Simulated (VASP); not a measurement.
Input of a VASP 6.6.1 run:

Contents of INCAR:

```
PREC = Accurate ; ENCUT = 520
EDIFF = 1E-8 ; ISMEAR = -1
SIGMA = 0.03 ; LREAL = False
LASPH = True ; NELM = 100
ALGO = Normal ; ISIF = 2
LWAVE = False ; LCHARG = False
GGA = PE ; LEFG = True
NBANDS = 11
```

Contents of KPOINTS:

```
Automatic mesh
0
Gamma
  15 15 15
```

POSCAR

```
BAs
1.0
    0.0000000000      2.4353452264      2.4353452264
    2.4353452264      0.0000000000      2.4353452264
    2.4353452264      2.4353452264      0.0000000000
B As
1 1
Direct
    0.0000000000      0.0000000000      0.0000000000
    0.7500000000      0.7500000000      0.7500000000
```

Potentials or basis: VASP PAW PBE potentials, release 64 (B, As).

Command:

```bash
$ cat potpaw_PBE.64/B/POTCAR potpaw_PBE.64/As/POTCAR > POTCAR
$ mpirun -np 1 vasp_std > vasp.out
```

Q: What does it give for the pressure?

A: -4.1 GPa.

Q: Predict the band gap on the k mesh.

A: 1.23 eV, indirect (least direct gap 3.21 eV).

Caveat: without QUAD_EFG the Cq values of the log hold for a quadrupole moment of 1 mb, not for the nuclei. A k mesh can miss the band edges.
